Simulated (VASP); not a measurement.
# W (P4_2/mmc) in VASP: a series of runs

W is run at these levels: PBEsol; tasks: single point.

Everything below comes from runs of VASP 6.6.1. Logs are shortened: lines on timing, memory, paths and dates and some standing lists are left out, and cuts for length are marked.

### 1 The cell of the first run

The structure is tetragonal, space group P4_2/mmc (No. 131). Conventional cell: a = 4.831 Å, b = 4.831 Å, c = 5.032 Å, α = 90.00°, β = 90.00°, γ = 90.00°. Within 3.6 Å of W (site symmetry mmm) lie 12 W at 2.70 to 2.79 Å. Within 3.3 Å of W (site symmetry -4m2) lie 14 W at 2.52 to 2.98 Å. Within 3.2 Å of W (site symmetry m2m) lie 14 W at 2.42 to 3.04 Å.

### 2 Single point, PBEsol (strain -0.040 along x and y, +0.000 along z)

The input, INCAR:

```
SYSTEM = W
  PREC = Accurate
  ENCUT = 520
  EDIFF = 1E-7
  ISMEAR = 0
  SIGMA = 0.15
  LREAL = .False.
  LASPH = .True.
  NELM = 100
  ALGO = Fast
  ISIF = 2
  LWAVE = .False.
  LCHARG = .False.
  GGA = PS
  NBANDS = 66
```

The input, KPOINTS:

```
regular mesh
0
Gamma
  8 8 8
  0 0 0
```

The input, POSCAR:

```
W
1.0
    4.8307616782      0.0000000000      0.0000000000
    0.0000000000      4.8307616782      0.0000000000
    0.0000000000      0.0000000000      5.0320434148
W
8
Direct
    0.0000000000      0.0000000000      0.0000000000
    0.5000000000      0.5000000000      0.5000000000
    0.0000000000      0.5000000000      0.2500000000
    0.0000000000      0.5000000000      0.7500000000
    0.2500000000      0.0000000000      0.5000000000
    0.7500000000      0.0000000000      0.5000000000
    0.5000000000      0.7500000000      0.0000000000
    0.5000000000      0.2500000000      0.0000000000
```

Potentials or basis: VASP PAW PBE potentials, release 64 (W_sv).

On the command line:

```console
> cat potpaw_PBE.64/W_sv/POTCAR > POTCAR
> mpirun -np 1 vasp_std > vasp.out
```

OUTCAR:

```text
SYSTEM = W
   PREC = Accurate
   ENCUT = 520
   EDIFF = 1E-7
   ISMEAR = 0
   LREAL = .False.
   LASPH = .True.
   NELM = 100
   ISIF = 2
   GGA = PS

 ion  position               nearest neighbor table
   1  0.000  0.000  0.000-   7 2.70   8 2.70   7 2.70   8 2.70   3 2.72   4 2.72   3 2.72   4 2.72
                             5 2.79   6 2.79   5 2.79   6 2.79
   2  0.500  0.500  0.500-   5 2.70   6 2.70   5 2.70   6 2.70   3 2.72   4 2.72   3 2.72   4 2.72
                             7 2.79   8 2.79   7 2.79   8 2.79
   3  0.000  0.500  0.250-   4 2.52   4 2.52   1 2.72   2 2.72   1 2.72   2 2.72   8 2.98   5 2.98
                             6 2.98   5 2.98   6 2.98   7 2.98   7 2.98   8 2.98
   4  0.000  0.500  0.750-   3 2.52   3 2.52   1 2.72   2 2.72   1 2.72   2 2.72   8 2.98   5 2.98
                             6 2.98   5 2.98   6 2.98   7 2.98   7 2.98   8 2.98
   5  0.250  0.000  0.500-   6 2.42   6 2.42   2 2.70   2 2.70   1 2.79   1 2.79   3 2.98   3 2.98
                             4 2.98   4 2.98   8 3.04   7 3.04   7 3.04   8 3.04
   6  0.750  0.000  0.500-   5 2.42   5 2.42   2 2.70   2 2.70   1 2.79   1 2.79   3 2.98   3 2.98
                             4 2.98   4 2.98   8 3.04   7 3.04   7 3.04   8 3.04
   7  0.500  0.750  0.000-   8 2.42   8 2.42   1 2.70   1 2.70   2 2.79   2 2.79   3 2.98   4 2.98
                             3 2.98   4 2.98   5 3.04   6 3.04   5 3.04   6 3.04
   8  0.500  0.250  0.000-   7 2.42   7 2.42   1 2.70   1 2.70   2 2.79   2 2.79   3 2.98   4 2.98
                             3 2.98   4 2.98   5 3.04   6 3.04   5 3.04   6 3.04

  LATTYP: Found a simple tetragonal cell.
 ALAT       =     4.8307616782
 C/A-ratio  =     1.0416666667

  Lattice vectors:

 A1 = (   4.8307616782,   0.0000000000,   0.0000000000)
 A2 = (   0.0000000000,   4.8307616782,   0.0000000000)
 A3 = (   0.0000000000,   0.0000000000,   5.0320434148)

Analysis of symmetry for initial positions (statically):
=====================================================================
 Subroutine PRICEL returns:
 Original cell was already a primitive cell.

 Routine SETGRP: Setting up the symmetry group for a
 simple tetragonal supercell.

 Subroutine GETGRP returns: Found 16 space group operations
 (whereof  8 operations were pure point group operations)
 out of a pool of 16 trial point group operations.

The static configuration has the point symmetry D_2h.
 The point group associated with its full space group is D_4h.

Analysis of symmetry for dynamics (positions and initial velocities):
=====================================================================
 Subroutine PRICEL returns:
 Original cell was already a primitive cell.

 Routine SETGRP: Setting up the symmetry group for a
 simple tetragonal supercell.

 Subroutine GETGRP returns: Found 16 space group operations
[... 129 lines left out ...]
   EMIN   =  10.00;   EMAX   =-10.00  energy-range for DOS
   EFERMI =   0.00;   METHOD = LEGACY
   ISMEAR =     0;   SIGMA  =   0.15  broadening in eV -4-tet -1-fermi 0-gaus
   EFERMI_NEDOS =   21; number of points for ismear=-14 and -15
   IALGO  =     68    algorithm
   IMIX   =      4    mixing-type and parameters
     AMIX     =   0.40;   BMIX     =  1.00
     AMIX_MAG =   1.60;   BMIX_MAG =  1.00
  volume/ion in A,a.u.               =      14.68        99.06
  Fermi-wavevector in a.u.,A,eV,Ry     =   1.611470  3.045237 35.332106  2.596837
  Thomas-Fermi vector in A             =   2.706855
   LORBIT       =      0    0 simple, 1 ext, 2 COOP (PROOUT), +10 PAW based schemes
   GGA     = PS    functional components
   LHFCALC =     F    Hartree Fock is set to
   AEXX    =    0.0000 exact exchange contribution
   IVDW    =     0    specifies the selected vdW correction
   LEPSILON=     F    determine dielectric tensor
   LRPA    =     F    only Hartree local field effects (RPA)
 non-spin polarized calculation
 RMM-DIIS sequential band-by-band and
 Gauss-broadening in eV      SIGMA  =   0.15
  energy-cutoff  :      520.00
  volume of cell :      117.43
 maximum number of plane-waves:      3196
 NGX is ok and might be reduce to    36
   NGX = 17   NGY = 17   NGZ = 19

 number of electron     111.9999957 magnetization

 Free energy of the ion-electron system (eV)
  ---------------------------------------------------
  ext. energy  EPLUGINS =         0.00000000
  ---------------------------------------------------
  free energy    TOTEN  =      -108.47895210 eV

  energy without entropy =     -108.45114444  energy(sigma->0) =     -108.46504827

 E-fermi :  12.1674     XC(G=0): -14.1854

 val. band max:       12.1586976694   @ k =   0.3750   0.3750   0.1250
 cond. band min:      12.2057151798   @ k =   0.3750   0.1250   0.1250
 fundamental gap:      0.0470175103
 Fermi energy:        12.1674211172

 k-point     1 :       0.0000    0.0000    0.0000
  band No.  band energies     occupation
      1     -61.7196      2.00000
      2     -61.6632      2.00000
      3     -61.5811      2.00000
      4     -61.4191      2.00000
      5     -61.4170      2.00000
      6     -61.4170      2.00000
[... 1645 lines left out ...]
     65      15.2480      0.00000
     66      15.5037      0.00000

 [... further k-points ...]

------------------------ aborting loop because EDIFF is reached ----------------------------------------

  FORCE on cell =-STRESS in cart. coord.  units (eV):
  Direction    XX          YY          ZZ          XY          YZ          ZX
  --------------------------------------------------------------------------------------
  -------------------------------------------------------------------------------------
  Total       30.0062744     30.0062744     11.9938895      0.0000000      0.0000000      0.0000000
  in kB      409.3992613    409.3992613    163.6420912      0.0000000      0.0000000      0.0000000
  external PRESSURE =     327.4802046 kB  Pullay stress =       0.0000000 kB

 VOLUME and BASIS-vectors are now :
 -----------------------------------------------------------------------------
  energy-cutoff  :      520.00
  volume of cell :      117.43
      direct lattice vectors                 reciprocal lattice vectors
     4.830761678  0.000000000  0.000000000     0.207006693  0.000000000  0.000000000
     0.000000000  4.830761678  0.000000000     0.000000000  0.207006693  0.000000000
     0.000000000  0.000000000  5.032043415     0.000000000  0.000000000  0.198726425

 POSITION                                       TOTAL-FORCE (eV/Angst)
 -----------------------------------------------------------------------------------
      0.00000      0.00000      0.00000         0.000000      0.000000     -0.000000
      2.41538      2.41538      2.51602         0.000000      0.000000     -0.000000
      0.00000      2.41538      1.25801         0.000000      0.000000     -0.000000
      0.00000      2.41538      3.77403         0.000000      0.000000     -0.000000
      1.20769      0.00000      2.51602        -0.092123      0.000000     -0.000000
      3.62307      0.00000      2.51602         0.092123      0.000000      0.000000
      2.41538      3.62307      0.00000         0.000000     -0.092123     -0.000000
      2.41538      1.20769      0.00000         0.000000      0.092123     -0.000000
 -----------------------------------------------------------------------------------
    total drift:                                0.000000      0.000000     -0.000000

  FREE ENERGIE OF THE ION-ELECTRON SYSTEM (eV)
  ---------------------------------------------------
  free  energy   TOTEN  =      -108.4789520994 eV

  energy  without entropy=     -108.4511444443  energy(sigma->0) =     -108.46504827
```

OSZICAR:

```text
N       E                     dE             d eps       ncg     rms          rms(c)
DAV:   1     0.162636403311E+04    0.16264E+04   -0.62710E+04  9908   0.204E+03
DAV:   2     0.108993404894E+02   -0.16155E+04   -0.15757E+04  9924   0.674E+02
DAV:   3    -0.108188473355E+03   -0.11909E+03   -0.11114E+03 11220   0.162E+02
DAV:   4    -0.113281776165E+03   -0.50933E+01   -0.48746E+01 11704   0.290E+01
DAV:   5    -0.113419852045E+03   -0.13808E+00   -0.13722E+00 11620   0.462E+00    0.720E+01
RMM:   6    -0.109625673019E+03    0.37942E+01   -0.45095E+00 10338   0.104E+01    0.320E+01
RMM:   7    -0.108468371300E+03    0.11573E+01   -0.41517E+00 10778   0.946E+00    0.156E+00
RMM:   8    -0.108483794460E+03   -0.15423E-01   -0.49313E-01 12881   0.252E+00    0.917E-01
RMM:   9    -0.108477810257E+03    0.59842E-02   -0.80159E-02 13193   0.117E+00    0.293E-01
RMM:  10    -0.108478767987E+03   -0.95773E-03   -0.19180E-02 13865   0.547E-01    0.840E-02
RMM:  11    -0.108478942477E+03   -0.17449E-03   -0.26493E-03 13992   0.226E-01    0.525E-02
RMM:  12    -0.108478952695E+03   -0.10217E-04   -0.43220E-04 14037   0.101E-01    0.201E-02
RMM:  13    -0.108478953517E+03   -0.82218E-06   -0.74555E-05 14286   0.444E-02    0.858E-03
RMM:  14    -0.108478953165E+03    0.35156E-06   -0.14232E-05 13166   0.203E-02    0.499E-03
RMM:  15    -0.108478951991E+03    0.11739E-05   -0.49433E-06 12718   0.115E-02    0.209E-03
RMM:  16    -0.108478952062E+03   -0.70286E-07   -0.14108E-06 12406   0.541E-03    0.940E-04
RMM:  17    -0.108478952099E+03   -0.37695E-07   -0.19401E-07  7746   0.237E-03
   1 F= -.10847895E+03 E0= -.10846505E+03  d E =-.278077E-01
```

stdout:

```text
POSCAR found type information on POSCAR W
 POSCAR found :  1 types and       8 ions
 scaLAPACK will be used
 -----------------------------------------------------------------------------
|                                                                             |
|                                                                             |
|     You enforced a specific xc type in the INCAR file but a different       |
|     I HOPE YOU KNOW WHAT YOU ARE DOING!                                     |
|                                                                             |
 -----------------------------------------------------------------------------

 LDA part: xc-table for (Slater+PW92), standard interpolation
 POSCAR, INCAR and KPOINTS ok, starting setup
 FFT: planning ... GRIDC
 FFT: planning ... GRID_SOFT
 FFT: planning ... GRID
 WAVECAR not read
 entering main loop
WARNING in EDDRMM: call to ZHEGV failed, returncode =   6  3     63
WARNING in EDDRMM: call to ZHEGV failed, returncode =   8  4     62
WARNING in EDDRMM: call to ZHEGV failed, returncode =   8  4     61
```

It took 4.9 min on 1 thread of Intel Xeon 6975P-C (Granite Rapids), shared host; peak memory 0.47 GiB.

What came out:

| Item | Value |
| --- | --- |
| Free energy | -108.4790 eV |
| Pressure | 32.7 GPa |
| Largest force | 0.092 eV/Å |
| Band gap on the k mesh | zero (bands 56 and 57 overlap by 1.19 eV) |

Forces on the atoms (eV/Å):
```
W    0.000  0.000  0.000
W    0.000  0.000  0.000
W    0.000  0.000  0.000
W    0.000  0.000  0.000
W   -0.092  0.000  0.000
W    0.092  0.000  0.000
W    0.000 -0.092  0.000
W    0.000  0.092  0.000
```

Stress tensor (GPa, compression positive):
```
40.94  0.00  0.00
 0.00 40.94  0.00
 0.00  0.00 16.36
```

Levels at points of the mesh, in eV from the Fermi level:
| k point | band 52 | band 53 | band 54 | band 55 | band 56 | band 57 | band 58 | band 59 | band 60 | band 61 |
| --- | --- | --- | --- | --- | --- | --- | --- | --- | --- | --- |
| (0.00, 0.00, 0.00) | -1.85 | -1.69 | -1.53 | -0.65 | -0.65 | -0.61 | 1.75 | 1.75 | 1.76 | 1.89 |
| (0.50, 0.00, 0.00) | -1.30 | -1.29 | -1.14 | -1.14 | -0.67 | 0.43 | 0.48 | 0.82 | 0.96 | 1.01 |
| (0.50, 0.50, 0.00) | -1.77 | -1.51 | -1.16 | -1.16 | 0.19 | 0.19 | 0.30 | 0.60 | 1.20 | 1.21 |
| (0.00, 0.00, 0.50) | -1.42 | -1.27 | -1.27 | -0.77 | -0.77 | 0.68 | 0.68 | 1.08 | 1.08 | 1.09 |
| (0.50, 0.00, 0.50) | -1.53 | -1.49 | -1.25 | -1.14 | 0.41 | 0.43 | 0.47 | 0.74 | 1.06 | 1.40 |
| (0.50, 0.50, 0.50) | -1.56 | -1.25 | -1.25 | -1.14 | -1.14 | 1.41 | 1.41 | 1.43 | 1.43 | 1.58 |

Caveat: the cell differs from its parent crystal (strain -0.040 along x and y, +0.000 along z); the cell stands under pressure; the PAW data sets were made with another functional, which shifts forces and pressure a little; spin-orbit coupling is left out, which moves the levels of the heavy elements.

### 3 Single point, PBEsol (strain -0.040 along x and y, -0.080 along z)

The input, INCAR:

```
SYSTEM = W
PREC = Accurate
ENCUT = 520
EDIFF = 1E-7
ISMEAR = 0
SIGMA = 0.15
LREAL = .FALSE.
LASPH = .TRUE.
NELM = 100
ALGO = Fast
ISIF = 2
LWAVE = .FALSE.
LCHARG = .FALSE.
GGA = PS
NBANDS = 66
```

The input, KPOINTS:

```
Automatic mesh
0
G
  8 8 8
  0 0 0
```

POSCAR: that of step 2 with these lines changed.

```diff
@@ -4,3 +4,3 @@
     0.0000000000      4.8307616782      0.0000000000
-    0.0000000000      0.0000000000      5.0320434148
+    0.0000000000      0.0000000000      4.6294799416
 W
```

Potentials or basis: VASP PAW PBE potentials, release 64 (W_sv).

On the command line:

```console
> cat potpaw_PBE.64/W_sv/POTCAR > POTCAR
> mpirun -np 1 vasp_std > vasp.out
```

Run time: 4.7 min. Hardware: 1 thread of Intel Xeon 6975P-C (Granite Rapids), shared host; peak memory 0.44 GiB.

It converged, with:

```
Free energy            : -105.3139 eV
Pressure               : 76.7 GPa
Largest force          : 0.194 eV/Å
Band gap on the k mesh : zero (bands 56 and 57 overlap by 1.43 eV)
```

Forces in eV/Å, atoms in the order of the input:
```
W    0.000  0.000  0.000
W    0.000  0.000  0.000
W    0.000  0.000  0.000
W    0.000  0.000  0.000
W    0.194  0.000  0.000
W   -0.194  0.000  0.000
W    0.000  0.194  0.000
W    0.000 -0.194  0.000
```

Stress tensor (GPa, compression positive):
```
65.41  0.00  0.00
 0.00 65.41  0.00
 0.00  0.00 99.35
```

Levels at points of the mesh, in eV from the Fermi level:
```csv
k point,band 54,band 55,band 56,band 57,band 58,band 59
"(0.00, 0.00, 0.00)",-1.58,-0.80,-0.80,-0.78,1.83,1.93
"(0.50, 0.00, 0.00)",-1.24,-1.05,-0.34,0.55,0.58,0.91
"(0.50, 0.50, 0.00)",-1.39,-1.39,0.54,0.59,0.59,0.90
"(0.00, 0.00, 0.50)",-1.41,-0.93,-0.93,0.31,0.31,1.06
"(0.50, 0.00, 0.50)",-1.50,-1.38,0.32,0.39,0.42,0.80
"(0.50, 0.50, 0.50)",-1.29,-0.88,-0.88,1.44,1.44,1.66
```

Caveat: the cell differs from its parent crystal (strain -0.040 along x and y, -0.080 along z); the cell stands under pressure; the PAW data sets were made with another functional, which shifts forces and pressure a little; spin-orbit coupling is left out, which moves the levels of the heavy elements.
